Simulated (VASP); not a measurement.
A run of VASP 6.6.1 is set up as follows.

File INCAR:

```
SYSTEM = Ga16HN16
  ALGO = Normal
  EDIFF = 1E-6
  ENCUT = 520
  GGA = PE
  ISIF = 2
  ISMEAR = 0
  LASPH = .TRUE.
  LCHARG = .TRUE.
  LELF = .TRUE.
  LREAL = Auto
  LVHAR = .TRUE.
  LWAVE = .FALSE.
  NBANDS = 166
  NELECT = 290.0
  NELM = 100
  PREC = Accurate
  SIGMA = 0.01
```

KPOINTS

```
Automatic mesh
0
Gamma
  1 1 1
  0.25 0.25 0.25
```

File POSCAR:

```
Ga16HN16
1.0
    6.4372426900      0.0000000000      0.0000000000
   -3.2186213500      5.5748157000      0.0000000000
    0.0000000000      0.0000000000     10.4870679900
Ga N H
16 16 1
Direct
    0.3333333300      0.1666666700      0.2495684300
    0.1666666700      0.3333333300      0.4995684300
    0.3333333300      0.1666666700      0.7495684300
    0.1666666700      0.3333333300      0.9995684300
    0.3333333300      0.6666666700      0.2495684300
    0.1666666700      0.8333333300      0.4995684300
    0.3333333300      0.6666666700      0.7495684300
    0.1666666700      0.8333333300      0.9995684300
    0.8333333300      0.1666666700      0.2495684300
    0.6666666700      0.3333333300      0.4995684300
    0.8333333300      0.1666666700      0.7495684300
    0.6666666700      0.3333333300      0.9995684300
    0.8333333300      0.6666666700      0.2495684300
    0.6666666700      0.8333333300      0.4995684300
    0.8333333300      0.6666666700      0.7495684300
    0.6666666700      0.8333333300      0.9995684300
    0.3333333300      0.1666666700      0.4379315700
    0.1666666700      0.3333333300      0.1879315700
    0.3333333300      0.1666666700      0.9379315700
    0.1666666700      0.3333333300      0.6879315700
    0.3333333300      0.6666666700      0.4379315700
    0.1666666700      0.8333333300      0.1879315700
    0.3333333300      0.6666666700      0.9379315700
    0.1666666700      0.8333333300      0.6879315700
    0.8333333300      0.1666666700      0.4379315700
    0.6666666700      0.3333333300      0.1879315700
    0.8333333300      0.1666666700      0.9379315700
    0.6666666700      0.3333333300      0.6879315700
    0.8333333300      0.6666666700      0.4379315700
    0.6666666700      0.8333333300      0.1879315700
    0.8333333300      0.6666666700      0.9379315700
    0.6666666700      0.8333333300      0.6879315700
    0.0000000000      0.0000000000      0.0937500000
```

Potentials or basis: VASP PAW PBE potentials, release 64 (Ga_d, N, H).

Run with:

```sh
$ cat potpaw_PBE.64/Ga_d/POTCAR potpaw_PBE.64/N/POTCAR potpaw_PBE.64/H/POTCAR > POTCAR
$ mpirun -np 1 vasp_std > vasp.out
```

(1) What does it give for the largest force?

Results:

(1) 2.086 eV/Å.

Caveat: the k points lie up to 1.13 Å⁻¹ apart; the cell carries a net charge on a neutralising background, which shifts energy and pressure.
